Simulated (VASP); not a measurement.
# GaN (Fm-3m) in VASP: notebook

GaN is run at these levels: PBE; tasks: single point.

All numbers are computed with VASP 6.6.1; they aren't measurements. Logs are shortened: lines on timing, memory, paths and dates and some standing lists are left out, and cuts for length are marked.

## 1. The cell of the first run

It takes space group Fm-3m (No. 225, cubic). The conventional cell has a = 4.270 Å, b = 4.270 Å, c = 4.270 Å, α = 90.00°, β = 90.00°, γ = 90.00°. Ga (site symmetry m-3m) has 6 N at 2.14 Å within 2.8 Å. Within 2.8 Å of N (site symmetry m-3m) lie 6 Ga at 2.14 Å.

## 2. Single point, PBE

Input file INCAR:

```
PREC = Accurate
ENCUT = 520
EDIFF = 1E-7
ISMEAR = 0
SIGMA = 0.016
LREAL = F
LASPH = T
NELM = 80
ALGO = Normal
ISIF = 2
LWAVE = F
LCHARG = F
GGA = PE
NBANDS = 16
```

Input file KPOINTS:

```
regular mesh
0
Gamma
  11 11 11
```

Input file POSCAR:

```
GaN
1.0
    0.0000000000      2.1352350000      2.1352350000
    2.1352350000      0.0000000000      2.1352350000
    2.1352350000      2.1352350000      0.0000000000
Ga N
1 1
Direct
    0.0000000000      0.0000000000      0.0000000000
    0.5000000000      0.5000000000      0.5000000000
```

Potentials or basis: VASP PAW PBE potentials, release 64 (Ga_d, N).

Started as:

```
cat potpaw_PBE.64/Ga_d/POTCAR potpaw_PBE.64/N/POTCAR > POTCAR
mpirun -np 1 vasp_std > vasp.out
```

OUTCAR:

```text
PREC = Accurate
   ENCUT = 520
   EDIFF = 1E-7
   ISMEAR = 0
   LREAL = F
   LASPH = T
   NELM = 80
   ISIF = 2
   GGA = PE

 ion  position               nearest neighbor table
   1  0.000  0.000  0.000-   2 2.14   2 2.14   2 2.14   2 2.14   2 2.14   2 2.14
   2  0.500  0.500  0.500-   1 2.14   1 2.14   1 2.14   1 2.14   1 2.14   1 2.14

  LATTYP: Found a face centered cubic cell.
 ALAT       =     4.2704700000

  Lattice vectors:

 A1 = (   0.0000000000,   2.1352350000,   2.1352350000)
 A2 = (   2.1352350000,   0.0000000000,   2.1352350000)
 A3 = (   2.1352350000,   2.1352350000,   0.0000000000)

Analysis of symmetry for initial positions (statically):
=====================================================================
 Subroutine PRICEL returns:
 Original cell was already a primitive cell.

 Routine SETGRP: Setting up the symmetry group for a
 face centered cubic supercell.

 Subroutine GETGRP returns: Found 48 space group operations
 (whereof 48 operations were pure point group operations)
 out of a pool of 48 trial point group operations.

The static configuration has the point symmetry O_h .

Analysis of symmetry for dynamics (positions and initial velocities):
=====================================================================
 Subroutine PRICEL returns:
 Original cell was already a primitive cell.

 Routine SETGRP: Setting up the symmetry group for a
 face centered cubic supercell.

 Subroutine GETGRP returns: Found 48 space group operations
 (whereof 48 operations were pure point group operations)
 out of a pool of 48 trial point group operations.

The dynamic configuration has the point symmetry O_h .

 Subroutine INISYM returns: Found 48 space group operations
 (whereof 48 operations are pure point group operations),
 and found     1 'primitive' translations

----------------------------------------------------------------------------------------

                                     Primitive cell

  volume of cell :      19.4700

  direct lattice vectors                    reciprocal lattice vectors
     0.000000000  2.135235000  2.135235000    -0.234166263  0.234166263  0.234166263
     2.135235000  0.000000000  2.135235000     0.234166263 -0.234166263  0.234166263
     2.135235000  2.135235000  0.000000000     0.234166263  0.234166263 -0.234166263

  length of vectors
[... 80 lines left out ...]
   ENCUT  =  520.0 eV  38.22 Ry    6.18 a.u.   5.61  5.61  5.61*2*pi/ulx,y,z
   NELM   =     80;   NELMIN=  2; NELMDL= -5     # of ELM steps
   EDIFF  = 0.1E-06   stopping-criterion for ELM
   LREAL  =      F    real-space projection
   EDIFFG = 0.1E-05   stopping-criterion for IOM
   NSW    =      0    number of steps for IOM
   IBRION =     -1    ionic relax: 0-MD 1-quasi-New 2-CG
   NFREE  =      0    steps in history (QN), initial steepest desc. (CG)
   ISIF   =      2    stress and relaxation
   ISYM   =      2    0-nonsym 1-usesym 2-fastsym
   POTIM  = 0.5000    time-step for ionic-motion
   TEBEG  =    0.0;   TEEND  =   0.0 temperature during run
   PSTRESS=    0.0 pullay stress
   NELECT =      18.0000    total number of electrons
   NUPDOWN=      -1.0000    fix difference up-down
   EMIN   =  10.00;   EMAX   =-10.00  energy-range for DOS
   EFERMI =   0.00;   METHOD = LEGACY
   ISMEAR =     0;   SIGMA  =   0.02  broadening in eV -4-tet -1-fermi 0-gaus
   EFERMI_NEDOS =   21; number of points for ismear=-14 and -15
   IALGO  =     38    algorithm
   IMIX   =      4    mixing-type and parameters
     AMIX     =   0.40;   BMIX     =  1.00
     AMIX_MAG =   1.60;   BMIX_MAG =  1.00
  volume/ion in A,a.u.               =       9.74        65.70
  Fermi-wavevector in a.u.,A,eV,Ry     =   1.594814  3.013761 34.605481  2.543431
  Thomas-Fermi vector in A             =   2.692830
   LORBIT       =      0    0 simple, 1 ext, 2 COOP (PROOUT), +10 PAW based schemes
   GGA     = PE    functional components
   LHFCALC =     F    Hartree Fock is set to
   AEXX    =    0.0000 exact exchange contribution
   IVDW    =     0    specifies the selected vdW correction
   LEPSILON=     F    determine dielectric tensor
   LRPA    =     F    only Hartree local field effects (RPA)
 non-spin polarized calculation
 Gauss-broadening in eV      SIGMA  =   0.02
  energy-cutoff  :      520.00
  volume of cell :       19.47
 maximum number of plane-waves:       534
   NGX = 11   NGY = 11   NGZ = 11

 number of electron      18.0000005 magnetization

 Free energy of the ion-electron system (eV)
  ---------------------------------------------------
  ext. energy  EPLUGINS =         0.00000000
  ---------------------------------------------------
  free energy    TOTEN  =       -11.20667829 eV

  energy without entropy =      -11.20667829  energy(sigma->0) =      -11.20667829

 E-fermi :   7.7291     XC(G=0): -12.9044

 val. band max:        7.5261995167   @ k =  -0.1818   0.1818   0.0000
 cond. band min:       8.0668679120   @ k =   0.4545   0.4545   0.0000
 fundamental gap:      0.5406683953
 Fermi energy:         7.7291330238

 k-point     1 :       0.0000    0.0000    0.0000
  band No.  band energies     occupation
      1      -9.4813      2.00000
      2      -6.4857      2.00000
      3      -6.4857      2.00000
      4      -6.4857      2.00000
      5      -6.3986      2.00000
      6      -6.3986      2.00000
[... 433 lines left out ...]
      3      -6.5343      2.00000
      4      -6.5178      2.00000
      5      -6.4020      2.00000
      6      -6.1911      2.00000
[... 8 lines left out ...]
     15      25.4450      0.00000
     16      27.6276      0.00000

 [... further k-points ...]

------------------------ aborting loop because EDIFF is reached ----------------------------------------

  FORCE on cell =-STRESS in cart. coord.  units (eV):
  Direction    XX          YY          ZZ          XY          YZ          ZX
  --------------------------------------------------------------------------------------
  -------------------------------------------------------------------------------------
  Total        0.0505734      0.0505734      0.0505734     -0.0000000      0.0000000      0.0000000
  in kB        4.1616506      4.1616506      4.1616506     -0.0000000      0.0000000      0.0000000
  external PRESSURE =       4.1616506 kB  Pullay stress =       0.0000000 kB

 VOLUME and BASIS-vectors are now :
 -----------------------------------------------------------------------------
  energy-cutoff  :      520.00
  volume of cell :       19.47
      direct lattice vectors                 reciprocal lattice vectors
     0.000000000  2.135235000  2.135235000    -0.234166263  0.234166263  0.234166263
     2.135235000  0.000000000  2.135235000     0.234166263 -0.234166263  0.234166263
     2.135235000  2.135235000  0.000000000     0.234166263  0.234166263 -0.234166263

 POSITION                                       TOTAL-FORCE (eV/Angst)
 -----------------------------------------------------------------------------------
      0.00000      0.00000      0.00000        -0.000000     -0.000000      0.000000
      2.13524      2.13524      2.13524         0.000000      0.000000     -0.000000
 -----------------------------------------------------------------------------------
    total drift:                                0.000000     -0.000000     -0.000000

  FREE ENERGIE OF THE ION-ELECTRON SYSTEM (eV)
  ---------------------------------------------------
  free  energy   TOTEN  =       -11.2066782854 eV

  energy  without entropy=      -11.2066782854  energy(sigma->0) =      -11.20667829
```

stdout:

```text
POSCAR found type information on POSCAR GaN
 POSCAR found :  2 types and       2 ions
 scaLAPACK will be used
 LDA part: xc-table for (Slater+PW92), standard interpolation
 POSCAR, INCAR and KPOINTS ok, starting setup
 FFT: planning ... GRIDC
 FFT: planning ... GRID_SOFT
 FFT: planning ... GRID
 WAVECAR not read
 entering main loop
```

Run time: 13 s. Hardware: 1 thread of Intel Xeon Platinum 8259CL at 2.50GHz (Skylake/Cascade Lake), shared host; peak memory 0.15 GiB.

Results:

```
Free energy            : -11.2067 eV
Pressure               : 0.4 GPa
Band gap on the k mesh : 0.54 eV, indirect (least direct gap 2.37 eV)
```

A k mesh can miss the band edges.

## 3. Single point, PBE

Input file INCAR:

```
SYSTEM = GaN
PREC = Accurate
ENCUT = 520
EDIFF = 1E-6
ISMEAR = 0
SIGMA = 0.02
LREAL = .FALSE.
LASPH = .TRUE.
NELM = 60
ALGO = Normal
ISIF = 2
LWAVE = .FALSE.
LCHARG = .FALSE.
GGA = PE
NBANDS = 16
```

Input file KPOINTS:

```
regular mesh
0
G
  11 11 11
  0 0 0
```

POSCAR is that of step 2.

Potentials or basis: VASP PAW PBE potentials, release 64 (Ga_d, N).

Started as:

```
cat potpaw_PBE.64/Ga_d/POTCAR potpaw_PBE.64/N/POTCAR > POTCAR
mpirun -np 1 vasp_std > vasp.out
```

It took 12 s on 1 thread of Intel Xeon Platinum 8259CL at 2.50GHz (Skylake/Cascade Lake), shared host; peak memory 0.15 GiB.

The run converged. Its results:

```
Free energy            : -11.2067 eV
Pressure               : 0.4 GPa
Band gap on the k mesh : 0.54 eV, indirect (least direct gap 2.37 eV)
```

Levels at points of the mesh, in eV from the valence-band top:
| k point | band 5 | band 6 | band 7 | band 8 | band 9 | band 10 | band 11 | band 12 | band 13 | band 14 |
| --- | --- | --- | --- | --- | --- | --- | --- | --- | --- | --- |
| (0.00, 0.00, 0.00) | -13.92 | -13.92 | -0.49 | -0.49 | -0.49 | 1.88 | 14.53 | 14.53 | 14.53 | 15.37 |
